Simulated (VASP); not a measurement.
# Lu (P6_3/mmc) in VASP: further runs

The runs below take Lu through single point, with PBE.

Program: VASP 6.6.1. These are calculated values, not measurements. Logs are shortened: lines on timing, memory, paths and dates and some standing lists are left out, and cuts for length are marked.

## 1. The cell of the first run

Symmetry: P6_3/mmc, No. 194, hexagonal system. Conventional cell: a = 3.507 Å, b = 3.507 Å, c = 5.477 Å, α = 90.00°, β = 90.00°, γ = 120.00°. Lu (site symmetry -6m2) has 12 Lu at 3.41 to 3.51 Å within 4.5 Å.

## 2. Single point, PBE, non-collinear spin, zero start, spin-orbit coupling

Contents of INCAR:

```
PREC     = Accurate       # precision mode
ENCUT    = 520            # plane-wave cutoff, eV
EDIFF    = 1E-6           # SCF threshold, eV
ISMEAR   = -1             # smearing method
SIGMA    = 0.1            # smearing width, eV
LREAL    = F              # projectors in reciprocal space
LASPH    = T              # aspherical terms in the spheres
NELM     = 150            # most SCF steps
ALGO     = Normal         # electronic algorithm
ISIF     = 2              # what is computed and relaxed
LWAVE    = F              # write WAVECAR
LCHARG   = T              # write CHGCAR
LNONCOLLINEAR= T              # non-collinear magnetism
MAGMOM   = 0 0 0 0 0 0    # initial moments
LORBIT   = 11             # projections on sites
LSORBIT  = T              # spin-orbit coupling
GGA_COMPAT= F            
LORBMOM  = T            
GGA      = PE             # functional
LVHAR    = T            
NBANDS   = 62             # bands
```

Contents of KPOINTS:

```
regular mesh
0
Gamma
  10 10 6
```

Contents of POSCAR:

```
Lu
1.0
    3.5070808964      0.0000000000      0.0000000000
   -1.7535404482      3.0372211494      0.0000000000
    0.0000000000      0.0000000000      5.4772888711
Lu
2
Direct
    0.3333333333      0.6666666667      0.2500000000
    0.6666666667      0.3333333333      0.7500000000
```

Potentials or basis: VASP PAW PBE potentials, release 64 (Lu).

Started as:

```
cat potpaw_PBE.64/Lu/POTCAR > POTCAR
mpirun -np 1 vasp_ncl > vasp.out
```

OUTCAR:

```text
PREC = Accurate
   ENCUT = 520
   EDIFF = 1E-6
   ISMEAR = -1
   LREAL = F
   LASPH = T
   NELM = 150
   ISIF = 2
   LNONCOLLINEAR = T
   LORBIT = 11
   LSORBIT = T
   GGA = PE

 ion  position               nearest neighbor table
   1  0.333  0.667  0.250-   2 3.41   2 3.41   2 3.41   2 3.41   2 3.41   2 3.41
   2  0.667  0.333  0.750-   1 3.41   1 3.41   1 3.41   1 3.41   1 3.41   1 3.41

  LATTYP: Found a hexagonal cell.
 ALAT       =     3.5070808964
 C/A-ratio  =     1.5617800196

  Lattice vectors:

 A1 = (   3.5070808964,   0.0000000000,   0.0000000000)
 A2 = (  -1.7535404482,   3.0372211494,   0.0000000000)
 A3 = (   0.0000000000,   0.0000000000,   5.4772888711)

Analysis of symmetry for initial positions (statically):
=====================================================================
 Subroutine PRICEL returns:
 Original cell was already a primitive cell.

 Routine SETGRP: Setting up the symmetry group for a
 hexagonal supercell.

 Subroutine GETGRP returns: Found 24 space group operations
 (whereof 12 operations were pure point group operations)
 out of a pool of 24 trial point group operations.

The static configuration has the point symmetry D_3d.
 The point group associated with its full space group is D_6h.

Analysis of symmetry for dynamics (positions and initial velocities):
=====================================================================
 Subroutine PRICEL returns:
 Original cell was already a primitive cell.

 Routine SETGRP: Setting up the symmetry group for a
 hexagonal supercell.

 Subroutine GETGRP returns: Found 24 space group operations
 (whereof 12 operations were pure point group operations)
 out of a pool of 24 trial point group operations.

The dynamic configuration has the point symmetry D_3d.
 The point group associated with its full space group is D_6h.

Analysis of structural, dynamic, and magnetic symmetry:
=====================================================================
 Subroutine PRICEL returns:
 Original cell was already a primitive cell.

 Routine SETGRP: Setting up the symmetry group for a
 hexagonal supercell.

 Subroutine GETGRP returns: Found 24 space group operations
 (whereof 12 operations were pure point group operations)
 out of a pool of 24 trial point group operations.

The overall configuration has the point symmetry D_3d.
 The point group associated with its full space group is D_6h.

 Subroutine INISYM returns: Found 24 space group operations
 (whereof 12 operations are pure point group operations),
 and found     1 'primitive' translations

----------------------------------------------------------------------------------------

                                     Primitive cell

  volume of cell :      58.3429

  direct lattice vectors                    reciprocal lattice vectors
     3.507080896  0.000000000  0.000000000     0.285137420  0.164624166  0.000000000
    -1.753540448  3.037221149  0.000000000     0.000000000  0.329248333  0.000000000
     0.000000000  0.000000000  5.477288871     0.000000000  0.000000000  0.182572076

  length of vectors
     3.507080896  3.507080896  5.477288871     0.329248333  0.329248333  0.182572076

  position of ions in fractional coordinates (direct lattice)
     0.333333333  0.666666667  0.250000000
     0.666666667  0.333333333  0.750000000

  ion indices of the primitive-cell ions
   primitive index   ion index
                 1           1
                 2           2

----------------------------------------------------------------------------------------

 KPOINTS: regular mesh

Automatic generation of k-mesh.
 Grid dimensions read from file:
[... 104 lines left out ...]
 number of electron      49.9999992 magnetization      -0.0000000     -0.0000000     -0.0000000

 number of electron      49.9999992 magnetization       0.0000000     -0.0000000     -0.0000000

 number of electron      49.9999992 magnetization       0.0000000      0.0000000     -0.0000000

 Free energy of the ion-electron system (eV)
  ---------------------------------------------------
  ext. energy  EPLUGINS =         0.00000000
  ---------------------------------------------------
  free energy    TOTEN  =       -10.54754286 eV

  energy without entropy =      -10.43978006  energy(sigma->0) =      -10.49366146

 E-fermi :   2.2060     XC(G=0): -10.6596

 val. band max:        2.1651262136   @ k =   0.4000   0.2000   0.3333
 cond. band min:       2.2288094065   @ k =   0.2000  -0.0000   0.1667
 fundamental gap:      0.0636831928
 Fermi energy:         2.2060009855

 k-point     1 :       0.0000    0.0000    0.0000
  band No.  band energies     occupation
      1     -54.0277      1.00000
      2     -54.0277      1.00000
      3     -53.9923      1.00000
      4     -53.9923      1.00000
      5     -28.9286      1.00000
      6     -28.9286      1.00000
[... 1549 lines left out ...]
     61       7.9660      0.00000
     62       7.9811      0.00000

 [... further k-points ...]
[... 5 lines left out ...]
  --------------------------------------------------------------------------------------
  -------------------------------------------------------------------------------------
  Total       -0.0518881     -0.0518881     -0.0334128      0.0000000      0.0000000      0.0000000
  in kB       -1.4249201     -1.4249201     -0.9175625      0.0000000      0.0000000      0.0000000
  external PRESSURE =      -1.2558009 kB  Pullay stress =       0.0000000 kB

 VOLUME and BASIS-vectors are now :
 -----------------------------------------------------------------------------
  energy-cutoff  :      520.00
  volume of cell :       58.34
      direct lattice vectors                 reciprocal lattice vectors
     3.507080896  0.000000000  0.000000000     0.285137420  0.164624166  0.000000000
    -1.753540448  3.037221149  0.000000000     0.000000000  0.329248333  0.000000000
     0.000000000  0.000000000  5.477288871     0.000000000  0.000000000  0.182572076

 POSITION                                       TOTAL-FORCE (eV/Angst)
 -----------------------------------------------------------------------------------
     -0.00000      2.02481      1.36932        -0.000000      0.000000      0.000000
      1.75354      1.01241      4.10797         0.000000     -0.000000     -0.000000
 -----------------------------------------------------------------------------------
    total drift:                               -0.000000     -0.000000      0.000000

  FREE ENERGIE OF THE ION-ELECTRON SYSTEM (eV)
  ---------------------------------------------------
  free  energy   TOTEN  =       -10.5475428640 eV

  energy  without entropy=      -10.4397800623  energy(sigma->0) =      -10.49366146

 orbital moment (x)

 # of ion     p       d       f       tot
 ------------------------------------------------
  1        -0.000   0.000  -0.000  -0.000
  2        -0.000   0.000   0.000   0.000
 ------------------------------------------------
           -0.000   0.000  -0.000  -0.000

 orbital moment (y)

 # of ion     p       d       f       tot
 ------------------------------------------------
  1         0.000   0.000   0.000   0.000
  2        -0.000  -0.000  -0.000  -0.000
 ------------------------------------------------
            0.000  -0.000  -0.000  -0.000

 orbital moment (z)

 # of ion     p       d       f       tot
 ------------------------------------------------
  1         0.000   0.000   0.000   0.000
  2         0.000   0.000   0.000   0.000
 ------------------------------------------------
            0.000   0.000   0.000   0.000

 Spin-Orbit-Coupling matrix elements

 Ion:    1  E_soc:     -1.4380092
 l=   1
     0.0000000    -0.2316078    -0.2312606
    -0.2316078     0.0000000    -0.2316078
    -0.2312606    -0.2316078     0.0000000
 l=   2
     0.0000000    -0.0003923     0.0000000    -0.0003923    -0.0016853
    -0.0003923     0.0000000    -0.0014941    -0.0004445    -0.0003923
     0.0000000    -0.0014941     0.0000000    -0.0014941     0.0000000
    -0.0003923    -0.0004445    -0.0014941     0.0000000    -0.0003923
    -0.0016853    -0.0003923     0.0000000    -0.0003923     0.0000000
 l=   3
     0.0000000    -0.0006266     0.0000000     0.0000000     0.0000000    -0.0006266    -0.0037910
    -0.0006266     0.0000000    -0.0010638     0.0000000    -0.0010638    -0.0016790    -0.0006339
     0.0000000    -0.0010638     0.0000000    -0.0025848    -0.0004259    -0.0010638     0.0000000
     0.0000000     0.0000000    -0.0025848     0.0000000    -0.0025848     0.0000000     0.0000000
     0.0000000    -0.0010638    -0.0004259    -0.0025848     0.0000000    -0.0010638     0.0000000
    -0.0006266    -0.0016790    -0.0010638     0.0000000    -0.0010638     0.0000000    -0.0006339
    -0.0037910    -0.0006339     0.0000000     0.0000000     0.0000000    -0.0006339     0.0000000

 Ion:    2  E_soc:     -1.4380092
 l=   1
     0.0000000    -0.2316078    -0.2312606
    -0.2316078     0.0000000    -0.2316078
    -0.2312606    -0.2316078     0.0000000
 l=   2
     0.0000000    -0.0003923     0.0000000    -0.0003923    -0.0016853
    -0.0003923     0.0000000    -0.0014941    -0.0004445    -0.0003923
     0.0000000    -0.0014941     0.0000000    -0.0014941     0.0000000
    -0.0003923    -0.0004445    -0.0014941     0.0000000    -0.0003923
    -0.0016853    -0.0003923     0.0000000    -0.0003923     0.0000000
 l=   3
     0.0000000    -0.0006266     0.0000000     0.0000000     0.0000000    -0.0006266    -0.0037910
    -0.0006266     0.0000000    -0.0010638     0.0000000    -0.0010638    -0.0016790    -0.0006339
     0.0000000    -0.0010638     0.0000000    -0.0025848    -0.0004259    -0.0010638     0.0000000
     0.0000000     0.0000000    -0.0025848     0.0000000    -0.0025848     0.0000000     0.0000000
     0.0000000    -0.0010638    -0.0004259    -0.0025848     0.0000000    -0.0010638     0.0000000
    -0.0006266    -0.0016790    -0.0010638     0.0000000    -0.0010638     0.0000000    -0.0006339
    -0.0037910    -0.0006339     0.0000000     0.0000000     0.0000000    -0.0006339     0.0000000

 total charge

# of ion       s       p       d       f       tot
--------------------------------------------------
    1        2.354   6.053   0.785  13.953  23.145
    2        2.354   6.053   0.785  13.953  23.145
--------------------------------------------------
tot          4.708  12.106   1.569  27.905  46.289

 magnetization (x)

# of ion       s       p       d       f       tot
--------------------------------------------------
    1        0.000  -0.000   0.000   0.000  -0.000
    2        0.000   0.000   0.000   0.000   0.000
--------------------------------------------------
tot          0.000  -0.000   0.000   0.000  -0.000

 magnetization (y)

# of ion       s       p       d       f       tot
--------------------------------------------------
    1        0.000   0.000  -0.000   0.000  -0.000
    2        0.000   0.000  -0.000   0.000  -0.000
--------------------------------------------------
tot          0.000   0.000  -0.000   0.000  -0.000

 magnetization (z)

# of ion       s       p       d       f       tot
--------------------------------------------------
    1        0.000   0.000   0.000   0.000   0.000
    2        0.000   0.000   0.000   0.000   0.000
--------------------------------------------------
tot          0.000   0.000   0.000   0.000   0.000
```

It took 12 min on 1 thread of Intel Xeon 8259CL, shared host; peak memory 0.49 GiB.

What came out:

```
Free energy                                           : -10.5475 eV
Pressure                                              : -0.1 GPa
Net moment                                            : 0.00 μB per cell
Valence electrons inside the program's atomic spheres : Lu 23.14
```

Moments on the atoms (μB; x, y, z):
```
Lu  0.00 0.00 0.00
Lu  0.00 0.00 0.00
```

## 3. Single point, PBE

Contents of INCAR:

```
ALGO = Normal ; EDIFF = 1E-6
ENCUT = 520 ; GGA = PE
ISIF = 2 ; ISMEAR = -1
LASPH = True ; LCHARG = False
LREAL = False ; LWAVE = False
NBANDS = 32 ; NELM = 80
PREC = Accurate ; SIGMA = 1.0
```

Contents of KPOINTS:

```
k-points
0
Gamma
  10 10 6
```

POSCAR is that of step 2.

Potentials or basis: VASP PAW PBE potentials, release 64 (Lu).

Started as:

```
cat potpaw_PBE.64/Lu/POTCAR > POTCAR
mpirun -np 1 vasp_std > vasp.out
```

It took 3 min on 1 thread of Oxide Virtual Turin-like, shared host; peak memory 0.2 GiB.

Results (log left out):

| Property | Result |
| --- | --- |
| Free energy | -12.9491 eV |
| Pressure | 4.5 GPa |
| Band gap on the k mesh | zero (band 25 reaches 3.45 eV, above the bottom of band 26 at 1.59 eV) |

Stress tensor (GPa, compression positive):
```
3.52 0.00 0.00
0.00 3.52 0.00
0.00 0.00 6.59
```

Levels at points of the mesh, in eV from the Fermi level:
| k point | band 22 | band 23 | band 24 | band 25 | band 26 | band 27 |
| --- | --- | --- | --- | --- | --- | --- |
| (0.00, 0.00, 0.00) | -5.19 | -5.18 | -2.26 | 0.77 | 2.32 | 2.32 |
| (0.50, 0.00, 0.00) | -5.19 | -2.22 | -1.27 | -0.71 | -0.24 | 1.72 |
| (0.00, 0.00, 0.50) | -5.19 | -4.23 | -4.23 | 1.35 | 1.35 | 2.22 |
| (0.50, 0.00, 0.50) | -5.20 | -1.97 | -1.97 | 0.23 | 0.23 | 1.48 |

Caveat: spin-orbit coupling is left out, which moves the levels of the heavy elements.

## 4. Single point, PBE

Contents of INCAR:

```
PREC = Accurate
ENCUT = 520
EDIFF = 1E-7
ISMEAR = 0
SIGMA = 0.01
LREAL = False
LASPH = True
NELM = 60
ALGO = Normal
ISIF = 2
LWAVE = False
LCHARG = False
GGA = PE
NBANDS = 32
```

Contents of KPOINTS:

```
Automatic mesh
0
Gamma
  10 10 6
```

POSCAR is that of step 3.

Started as:

```
cat potpaw_PBE.64/Lu/POTCAR > POTCAR
mpirun -np 1 vasp_std > vasp.out
```

Wall time 3.3 min (1 thread of Oxide Virtual Turin-like, shared host); peak memory 0.2 GiB.

Results (log left out):

```
Free energy            : -9.0442 eV
Pressure               : -0.2 GPa
Band gap on the k mesh : zero (band 25 reaches 3.43 eV, above the bottom of band 26 at 1.60 eV)
```

Stress tensor (GPa, compression positive):
```
 0.04  0.00  0.00
 0.00  0.04  0.00
 0.00  0.00 -0.53
```

Levels at points of the mesh, in eV from the Fermi level:
```csv
k point,band 23,band 24,band 25,band 26,band 27,band 28
"(0.00, 0.00, 0.00)",-4.87,-2.40,0.65,2.17,2.17,2.60
"(0.50, 0.00, 0.00)",-2.36,-1.40,-0.84,-0.38,1.59,1.84
"(0.00, 0.00, 0.50)",-4.37,-4.37,1.20,1.20,2.08,2.08
"(0.50, 0.00, 0.50)",-2.11,-2.11,0.08,0.08,1.35,1.35
```

Caveat: spin-orbit coupling is left out, which moves the levels of the heavy elements.

[end of part 1 of 2]
